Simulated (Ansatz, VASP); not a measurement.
**MoS2: VASP beside Ansatz**

Contents of INCAR:

```
PREC = Accurate ; ENCUT = 520
EDIFF = 1E-7 ; ISMEAR = 0
SIGMA = 0.15 ; LREAL = False
LASPH = True ; NELM = 100
ALGO = Normal ; ISIF = 2
LWAVE = False ; LCHARG = False
GGA = PS ; IVDW = 12
NBANDS = 20
```

File KPOINTS:

```
regular mesh
0
Gamma
  15 15 15
```

POSCAR

```
MoS2
1.0
    1.5399048573      0.8579472270      5.7970502989
   -1.5399048573      0.8579472270      5.7970502989
    0.0000000000     -1.7158944539      5.7970502989
Mo S
1 2
Direct
    0.0000000000      0.0000000000      0.0000000000
    0.7346701195      0.7346701195      0.8083430658
    0.2653298805      0.2653298805      0.1916569342
```

Input for Ansatz:

```yaml
crystal:
  lattice:
    - [1.5399048573, 0.857947227, 5.7970502989]
    - [-1.5399048573, 0.857947227, 5.7970502989]
    - [0.0, -1.7158944539, 5.7970502989]
  atoms:
    - { symbol: Mo, position: [0.0, 0.0, 0.0] }
    - { symbol: S, position: [0.7346701195, 0.7346701195, 0.8083430658] }
    - { symbol: S, position: [0.2653298805, 0.2653298805, 0.1916569342] }
basis:
  ecutwfc: 420
kpoints:
  mp_grid: { grid: [15, 15, 15] }
hamiltonian:
  xc: pbesol
  pseudopotentials: { kind: paw, azcp: { folder: soft_1 } }
  dispersion: d3bj
scf:
  occupations: { method: gaussian, width: 0.15 }
output:
  forces: true
  stress: true
  eigenvalues: true
```

Change from the starting cell: mode 7 frozen in at -0.131 Å, normal strain along y -0.0350.

Alike in both runs: task single point; functional PBEsol; dispersion D3(BJ); k mesh 15 × 15 × 15; occupations gaussian, width 0.15 eV; no spin polarisation.

```csv
,VASP,Ansatz
version,VASP 6.6.1,Ansatz 0.2.0
potentials or method,"VASP PAW PBE potentials, release 64 (Mo_sv, S), cutoff 520 eV","scalar-relativistic, plane waves, PAW"
valence electrons in the cell,26,26
```

Ansatz gave:

| Item | Value |
| --- | --- |
| gap on the k mesh at the Fermi level (eV) | none |
| pressure (GPa) | 6.8 |
| traceless stress, the component that is largest in VASP (GPa) | 9.17 |
| rms of the force components (eV/Å) | 0.496 |

Which values does VASP return?

gap on the k mesh at the Fermi level (eV): none; pressure (GPa): 6.8; traceless stress, the component that is largest in VASP (GPa): 9.15; rms of the force components (eV/Å): 0.494.

VASP's potentials were made for PBE, not for PBEsol, and Ansatz warns of the same on its side. Atom by atom the forces differ by 0.003 eV/Å (rms over components). A gap of «none» marks a metal or a gap that the smearing closes.
